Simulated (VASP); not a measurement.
A run of VASP 6.6.1:

File INCAR:

```
SYSTEM = AlCo
  ALGO = Fast
  EDIFF = 1E-6
  ENCUT = 520
  GGA = PE
  ISIF = 2
  ISMEAR = 0
  LASPH = .TRUE.
  LCHARG = .FALSE.
  LREAL = .FALSE.
  LWAVE = .FALSE.
  NBANDS = 13
  NELM = 100
  PREC = Accurate
  SIGMA = 0.15
```

KPOINTS

```
k-points
0
G
  22 22 22
  0 0 0
```

Contents of POSCAR:

```
AlCo
1.0
    2.8519024094      0.0000000000      0.0000000000
    0.0000000000      2.8519024094      0.0000000000
    0.0000000000      0.0000000000      2.8519024094
Al Co
1 1
Direct
    0.0000000000      0.0000000000      0.0000000000
    0.4822861580      0.4822861580      0.4822861580
```

Potentials or basis: VASP PAW PBE potentials, release 64 (Al, Co).

The run is started by

```sh
$ cat potpaw_PBE.64/Al/POTCAR potpaw_PBE.64/Co/POTCAR > POTCAR
$ mpirun -np 1 vasp_std > vasp.out
```

Hardware: 1 thread of Intel(R) Xeon(R) Platinum 8488C (Sapphire Rapids), on a shared host.

**Question.** How long does it take, and how much memory?

**Answer.** It took 3 min on 1 thread of Intel(R) Xeon(R) Platinum 8488C (Sapphire Rapids), on a shared host, peak memory 0.42 GiB. Counts: scf iterations 15, k points 1024.
